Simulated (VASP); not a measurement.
Here is a VASP 6.6.1 calculation.

INCAR

```
PREC = Accurate
ENCUT = 520
EDIFF = 1E-6
ISMEAR = 0
SIGMA = 0.1
LREAL = F
LASPH = T
NELM = 150
ALGO = Normal
ISIF = 2
LWAVE = F
LCHARG = F
ISPIN = 2
MAGMOM = 0 1.42 0.01 0.01 -0.04
LORBIT = 11
LMAXMIX = 4
GGA = PE
NBANDS = 32
```

File KPOINTS:

```
Automatic mesh
0
Gamma
  4 4 4
```

File POSCAR:

```
NaWSe3
1.0
    2.8002823900     -3.5636141500      0.0000000000
    2.8002823900      3.5636141500      0.0000000000
    0.0000000000      0.0000000000      5.9118093400
Na W Se
1 1 3
Direct
    0.5000000000      0.5000000000      0.5000000000
    0.0000000000      0.0000000000      0.0000000000
    0.6592951400      0.3407048600      0.0000000000
    0.3407048600      0.6592951400      0.0000000000
    0.0000000000      0.0000000000      0.5000000000
```

Potentials or basis: VASP PAW PBE potentials, release 64 (Na_pv, W_sv, Se).

Command:

```console
$ cat potpaw_PBE.64/Na_pv/POTCAR potpaw_PBE.64/W_sv/POTCAR potpaw_PBE.64/Se/POTCAR > POTCAR
$ mpirun -np 1 vasp_std > vasp.out
```

Problem. What does it give for the pressure?

Solution. 3.6 GPa.

Problem. What does it give for the site moments?

Solution. Na +0.00; W +1.68; Se +0.00, -0.03 (each value once) μB.

Problem. What does it give for the net moment?

Solution. 2.11 μB per cell.

Problem. Predict the largest force.

Solution. 3.061 eV/Å.

Stress tensor (GPa, compression positive):
```
-3.82  0.00  0.00
 0.00 22.33  0.00
 0.00  0.00 -7.78
```

Caveat: the cell stands under pressure; forces of over 1 eV/Å act on the atoms, so gaps and moduli don't describe the material at rest.
